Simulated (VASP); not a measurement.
# Sc (P6_3/mmc) in VASP: further runs

Runs on Sc. Level: PBE. Tasks: single point, relaxation of cell and atoms.

Program: VASP 6.6.1. These are calculated values, not measurements. Logs are shortened: lines on timing, memory, paths and dates and some standing lists are left out, and cuts for length are marked.

**1. The cell of the first run**

The structure is hexagonal, space group P6_3/mmc (No. 194). The conventional cell has a = 3.320 Å, b = 3.320 Å, c = 5.164 Å, α = 90.00°, β = 90.00°, γ = 120.00°. Within 4.2 Å of Sc (site symmetry -6m2) lie 12 Sc at 3.22 to 3.32 Å.

**2. Single point, PBE**

The input, INCAR:

```
PREC     = Accurate       # precision mode
ENCUT    = 520            # plane-wave cutoff, eV
EDIFF    = 1E-6           # SCF threshold, eV
ISMEAR   = 0              # smearing method
SIGMA    = 0.1            # smearing width, eV
LREAL    = False          # projectors in reciprocal space
LASPH    = True           # aspherical terms in the spheres
NELM     = 60             # most SCF steps
ALGO     = Normal         # electronic algorithm
ISIF     = 2              # what is computed and relaxed
LWAVE    = False          # write WAVECAR
LCHARG   = False          # write CHGCAR
GGA      = PE             # functional
NBANDS   = 18             # bands
```

The input, KPOINTS:

```
regular mesh
0
Gamma
  15 15 8
```

The input, POSCAR:

```
Sc
1.0
    3.3200829614      0.0000000000      0.0000000000
   -1.6600414807      2.8752761873      0.0000000000
    0.0000000000      0.0000000000      5.1643557051
Sc
2
Direct
    0.3333333333      0.6666666667      0.2500000000
    0.6666666667      0.3333333333      0.7500000000
```

Potentials or basis: VASP PAW PBE potentials, release 64 (Sc_sv).

Launch:

```bash
$ cat potpaw_PBE.64/Sc_sv/POTCAR > POTCAR
$ mpirun -np 1 vasp_std > vasp.out
```

OUTCAR:

```text
PREC = Accurate
   ENCUT = 520
   EDIFF = 1E-6
   ISMEAR = 0
   LREAL = False
   LASPH = True
   NELM = 60
   ISIF = 2
   GGA = PE

 ion  position               nearest neighbor table
   1  0.333  0.667  0.250-   2 3.22   2 3.22   2 3.22   2 3.22   2 3.22   2 3.22
   2  0.667  0.333  0.750-   1 3.22   1 3.22   1 3.22   1 3.22   1 3.22   1 3.22

  LATTYP: Found a hexagonal cell.
 ALAT       =     3.3200829614
 C/A-ratio  =     1.5554899577

  Lattice vectors:

 A1 = (   3.3200829614,   0.0000000000,   0.0000000000)
 A2 = (  -1.6600414807,   2.8752761873,   0.0000000000)
 A3 = (   0.0000000000,   0.0000000000,   5.1643557051)

Analysis of symmetry for initial positions (statically):
=====================================================================
 Subroutine PRICEL returns:
 Original cell was already a primitive cell.

 Routine SETGRP: Setting up the symmetry group for a
 hexagonal supercell.

 Subroutine GETGRP returns: Found 24 space group operations
 (whereof 12 operations were pure point group operations)
 out of a pool of 24 trial point group operations.

The static configuration has the point symmetry D_3d.
 The point group associated with its full space group is D_6h.

Analysis of symmetry for dynamics (positions and initial velocities):
=====================================================================
 Subroutine PRICEL returns:
 Original cell was already a primitive cell.

 Routine SETGRP: Setting up the symmetry group for a
 hexagonal supercell.

 Subroutine GETGRP returns: Found 24 space group operations
 (whereof 12 operations were pure point group operations)
 out of a pool of 24 trial point group operations.

The dynamic configuration has the point symmetry D_3d.
 The point group associated with its full space group is D_6h.

 Subroutine INISYM returns: Found 24 space group operations
 (whereof 12 operations are pure point group operations),
 and found     1 'primitive' translations

----------------------------------------------------------------------------------------

                                     Primitive cell

  volume of cell :      49.2997

  direct lattice vectors                    reciprocal lattice vectors
     3.320082961  0.000000000  0.000000000     0.301197293  0.173896338  0.000000000
    -1.660041481  2.875276187  0.000000000     0.000000000  0.347792676  0.000000000
     0.000000000  0.000000000  5.164355705     0.000000000  0.000000000  0.193634997

  length of vectors
     3.320082961  3.320082961  5.164355705     0.347792676  0.347792676  0.193634997

  position of ions in fractional coordinates (direct lattice)
     0.333333333  0.666666667  0.250000000
     0.666666667  0.333333333  0.750000000

  ion indices of the primitive-cell ions
   primitive index   ion index
                 1           1
                 2           2

----------------------------------------------------------------------------------------

 KPOINTS: regular mesh

Automatic generation of k-mesh.
 Grid dimensions read from file:
 generate k-points for:   15   15    8

 Generating k-lattice:

  Cartesian coordinates                     Fractional coordinates (reciprocal lattice)
     0.020079820  0.011593089  0.000000000     0.066666667  0.000000000  0.000000000
     0.000000000  0.023186178  0.000000000     0.000000000  0.066666667  0.000000000
     0.000000000  0.000000000  0.024204375     0.000000000  0.000000000  0.125000000

  Length of vectors
     0.023186178  0.023186178  0.024204375

  Shift w.r.t. Gamma in fractional coordinates (k-lattice)
     0.000000000  0.000000000  0.000000000

 Subroutine IBZKPT returns following result:
 ===========================================

 Found    135 irreducible k-points:

 Following reciprocal coordinates:
            Coordinates               Weight
  0.000000  0.000000  0.000000      1.000000
  0.066667  0.000000  0.000000      6.000000
  0.133333  0.000000  0.000000      6.000000
  0.200000  0.000000  0.000000      6.000000
  0.266667  0.000000  0.000000      6.000000
  0.333333  0.000000  0.000000      6.000000
[... 16 lines left out ...]
  0.333333  0.200000  0.000000     12.000000
  0.400000  0.200000  0.000000      6.000000
 [... further k-points ...]
   k-points           NKPTS =    135   k-points in BZ     NKDIM =    135   number of bands    NBANDS=     18
   number of dos      NEDOS =    301   number of ions     NIONS =      2
   total plane-waves  NPLWV =  31360
   dimension x,y,z NGX =    28 NGY =   28 NGZ =   40
   dimension x,y,z NGXF=    56 NGYF=   56 NGZF=   80
   ions per type =               2
   NGX,Y,Z   is equivalent  to a cutoff of  14.02, 14.02, 12.88 a.u.
   NGXF,Y,Z  is equivalent  to a cutoff of  28.04, 28.04, 25.75 a.u.
 SYSTEM =  unknown system
   PREC   = accura    normal or accurate (medium, high low for compatibility)
   ISTART =      0    job   : 0-new  1-cont  2-samecut
   ICHARG =      2    charge: 1-file 2-atom 10-const
   ISPIN  =      1    spin polarized calculation?
   LNONCOLLINEAR =      F non collinear calculations
   LSORBIT =      F    spin-orbit coupling
   LASPH  =      T    aspherical Exc in radial PAW
   ENCUT  =  520.0 eV  38.22 Ry    6.18 a.u.   6.17  6.17  9.60*2*pi/ulx,y,z
   NELM   =     60;   NELMIN=  2; NELMDL= -5     # of ELM steps
   EDIFF  = 0.1E-05   stopping-criterion for ELM
   LREAL  =      F    real-space projection
   EDIFFG = 0.1E-04   stopping-criterion for IOM
   NSW    =      0    number of steps for IOM
   IBRION =     -1    ionic relax: 0-MD 1-quasi-New 2-CG
   NFREE  =      0    steps in history (QN), initial steepest desc. (CG)
   ISIF   =      2    stress and relaxation
   ISYM   =      2    0-nonsym 1-usesym 2-fastsym
   POTIM  = 0.5000    time-step for ionic-motion
   TEBEG  =    0.0;   TEEND  =   0.0 temperature during run
   PSTRESS=    0.0 pullay stress
   NELECT =      22.0000    total number of electrons
   NUPDOWN=      -1.0000    fix difference up-down
   EMIN   =  10.00;   EMAX   =-10.00  energy-range for DOS
   EFERMI =   0.00;   METHOD = LEGACY
   ISMEAR =     0;   SIGMA  =   0.10  broadening in eV -4-tet -1-fermi 0-gaus
   EFERMI_NEDOS =   21; number of points for ismear=-14 and -15
   IALGO  =     38    algorithm
   IMIX   =      4    mixing-type and parameters
     AMIX     =   0.40;   BMIX     =  1.00
     AMIX_MAG =   1.60;   BMIX_MAG =  1.00
  volume/ion in A,a.u.               =      24.65       166.35
  Fermi-wavevector in a.u.,A,eV,Ry     =   1.251029  2.364103 21.294131  1.565074
  Thomas-Fermi vector in A             =   2.384996
   LORBIT       =      0    0 simple, 1 ext, 2 COOP (PROOUT), +10 PAW based schemes
   GGA     = PE    functional components
   LHFCALC =     F    Hartree Fock is set to
   AEXX    =    0.0000 exact exchange contribution
   IVDW    =     0    specifies the selected vdW correction
   LEPSILON=     F    determine dielectric tensor
   LRPA    =     F    only Hartree local field effects (RPA)
 non-spin polarized calculation
 Gauss-broadening in eV      SIGMA  =   0.10
  energy-cutoff  :      520.00
  volume of cell :       49.30
 maximum number of plane-waves:      1345
 NGX is ok and might be reduce to    28
   NGX = 13   NGY = 13   NGZ = 19

 number of electron      21.9999995 magnetization

 Free energy of the ion-electron system (eV)
  ---------------------------------------------------
  ext. energy  EPLUGINS =         0.00000000
  ---------------------------------------------------
  free energy    TOTEN  =       -12.50822702 eV

  energy without entropy =      -12.48740212  energy(sigma->0) =      -12.49781457

 E-fermi :   3.6788     XC(G=0):  -9.8766

 val. band max:        3.6783492788   @ k =   0.4000   0.2000   0.3750
 cond. band min:       3.6800842423   @ k =   0.4000   0.0000   0.2500
 fundamental gap:      0.0017349635
 Fermi energy:         3.6787705742

 k-point     1 :       0.0000    0.0000    0.0000
  band No.  band energies     occupation
      1     -45.7391      2.00000
      2     -45.6677      2.00000
      3     -24.5686      2.00000
      4     -24.2281      2.00000
      5     -24.2281      2.00000
      6     -24.1612      2.00000
[... 10 lines left out ...]
     17       5.9832      0.00000
     18       5.9832      0.00000

 k-point     2 :       0.0667    0.0000    0.0000
  band No.  band energies     occupation
      1     -45.7370      2.00000
      2     -45.6671      2.00000
      3     -24.5628      2.00000
      4     -24.2391      2.00000
      5     -24.2321      2.00000
      6     -24.1728      2.00000
[... 10 lines left out ...]
     17       5.9040      0.00000
     18       5.9229      0.00000

 k-point     3 :       0.1333    0.0000    0.0000
  band No.  band energies     occupation
      1     -45.7311      2.00000
      2     -45.6652      2.00000
      3     -24.5459      2.00000
      4     -24.2703      2.00000
      5     -24.2427      2.00000
      6     -24.2052      2.00000
[... 10 lines left out ...]
     17       5.8897      0.00000
     18       5.9630      0.00000

 k-point     4 :       0.2000    0.0000    0.0000
  band No.  band energies     occupation
      1     -45.7221      2.00000
      2     -45.6628      2.00000
      3     -24.5195      2.00000
      4     -24.3166      2.00000
      5     -24.2580      2.00000
      6     -24.2519      2.00000
[... 10 lines left out ...]
     17       6.1471      0.00000
     18       6.2451      0.00000

 k-point     5 :       0.2667    0.0000    0.0000
  band No.  band energies     occupation
      1     -45.7112      2.00000
      2     -45.6604      2.00000
      3     -24.4859      2.00000
      4     -24.3704      2.00000
      5     -24.3040      2.00000
      6     -24.2749      2.00000
[... 10 lines left out ...]
     17       6.4640      0.00000
     18       6.5963      0.00000

 k-point     6 :       0.3333    0.0000    0.0000
  band No.  band energies     occupation
      1     -45.7000      2.00000
      2     -45.6590      2.00000
      3     -24.4489      2.00000
      4     -24.4222      2.00000
      5     -24.3525      2.00000
      6     -24.2907      2.00000
[... 10 lines left out ...]
     17       6.8584      0.00000
     18       6.9718      0.00000

 k-point     7 :       0.4000    0.0000    0.0000
  band No.  band energies     occupation
      1     -45.6902      2.00000
      2     -45.6589      2.00000
      3     -24.4630      2.00000
      4     -24.4136      2.00000
      5     -24.3896      2.00000
      6     -24.3029      2.00000
[... 10 lines left out ...]
     17       7.3264      0.00000
     18       7.3497      0.00000

 k-point     8 :       0.4667    0.0000    0.0000
  band No.  band energies     occupation
      1     -45.6840      2.00000
      2     -45.6597      2.00000
      3     -24.4853      2.00000
      4     -24.4097      2.00000
      5     -24.3893      2.00000
      6     -24.3094      2.00000
[... 10 lines left out ...]
     17       7.5844      0.00000
     18       7.7358      0.00000
[... 229 lines left out ...]
     17       7.3019      0.00000
     18       7.6250      0.00000

 k-point    20 :       0.4000    0.1333    0.0000
  band No.  band energies     occupation
      1     -45.6808      2.00000
      2     -45.6603      2.00000
      3     -24.4732      2.00000
      4     -24.3994      2.00000
      5     -24.3761      2.00000
      6     -24.3303      2.00000
[... 10 lines left out ...]
     17       7.4512      0.00000
     18       7.6334      0.00000

 k-point    21 :       0.2000    0.2000    0.0000
  band No.  band energies     occupation
      1     -45.6971      2.00000
      2     -45.6588      2.00000
      3     -24.4391      2.00000
      4     -24.3925      2.00000
      5     -24.3846      2.00000
      6     -24.2858      2.00000
[... 10 lines left out ...]
     17       6.9513      0.00000
     18       7.3650      0.00000

 k-point    22 :       0.2667    0.2000    0.0000
  band No.  band energies     occupation
      1     -45.6876      2.00000
      2     -45.6591      2.00000
      3     -24.4289      2.00000
      4     -24.4039      2.00000
      5     -24.3946      2.00000
      6     -24.3122      2.00000
[... 10 lines left out ...]
     17       7.3007      0.00000
     18       7.5973      0.00000

 k-point    23 :       0.3333    0.2000    0.0000
  band No.  band energies     occupation
      1     -45.6797      2.00000
      2     -45.6606      2.00000
      3     -24.4537      2.00000
      4     -24.3930      2.00000
      5     -24.3718      2.00000
      6     -24.3392      2.00000
[... 10 lines left out ...]
     17       7.4646      0.00000
     18       7.5736      0.00000

 k-point    24 :       0.4000    0.2000    0.0000
  band No.  band energies     occupation
      1     -45.6763      2.00000
      2     -45.6618      2.00000
      3     -24.4623      2.00000
      4     -24.3880      2.00000
      5     -24.3562      2.00000
      6     -24.3534      2.00000
[... 10 lines left out ...]
     17       7.4521      0.00000
     18       7.5731      0.00000

 [... further k-points ...]

------------------------ aborting loop because EDIFF is reached ----------------------------------------

  FORCE on cell =-STRESS in cart. coord.  units (eV):
  Direction    XX          YY          ZZ          XY          YZ          ZX
  --------------------------------------------------------------------------------------
  -------------------------------------------------------------------------------------
  Total       -0.0036406     -0.0036406     -0.0055187      0.0000000      0.0000000      0.0000000
  in kB       -0.1183159     -0.1183159     -0.1793497      0.0000000      0.0000000      0.0000000
  external PRESSURE =      -0.1386605 kB  Pullay stress =       0.0000000 kB

 VOLUME and BASIS-vectors are now :
 -----------------------------------------------------------------------------
  energy-cutoff  :      520.00
  volume of cell :       49.30
      direct lattice vectors                 reciprocal lattice vectors
     3.320082961  0.000000000  0.000000000     0.301197293  0.173896338  0.000000000
    -1.660041481  2.875276187  0.000000000     0.000000000  0.347792676  0.000000000
     0.000000000  0.000000000  5.164355705     0.000000000  0.000000000  0.193634997

 POSITION                                       TOTAL-FORCE (eV/Angst)
 -----------------------------------------------------------------------------------
     -0.00000      1.91685      1.29109        -0.000000      0.000000      0.000000
      1.66004      0.95843      3.87327         0.000000     -0.000000      0.000000
 -----------------------------------------------------------------------------------
    total drift:                               -0.000000      0.000000     -0.000000

  FREE ENERGIE OF THE ION-ELECTRON SYSTEM (eV)
  ---------------------------------------------------
  free  energy   TOTEN  =       -12.5082270209 eV

  energy  without entropy=      -12.4874021232  energy(sigma->0) =      -12.49781457
```

Wall time 45 s (1 thread of Intel Xeon 6975P-C (Granite Rapids), shared host); peak memory 0.24 GiB.

What came out:

| Property | Result |
| --- | --- |
| Free energy | -12.5082 eV |
| Pressure | 0.0 GPa |
| Band gap on the k mesh | zero (bands 11 and 12 overlap by 1.48 eV) |

Levels at points of the mesh, in eV from the Fermi level:
```csv
k point,band 7,band 8,band 9,band 10,band 11,band 12,band 13,band 14,band 15,band 16
"(0.00, 0.00, 0.00)",-27.84,-27.81,-5.13,-1.63,0.62,1.59,1.59,1.86,2.04,2.04
"(0.00, 0.00, 0.50)",-27.87,-27.87,-3.58,-3.58,0.98,0.98,1.50,1.50,1.50,1.50
```

[end of part 1 of 2]
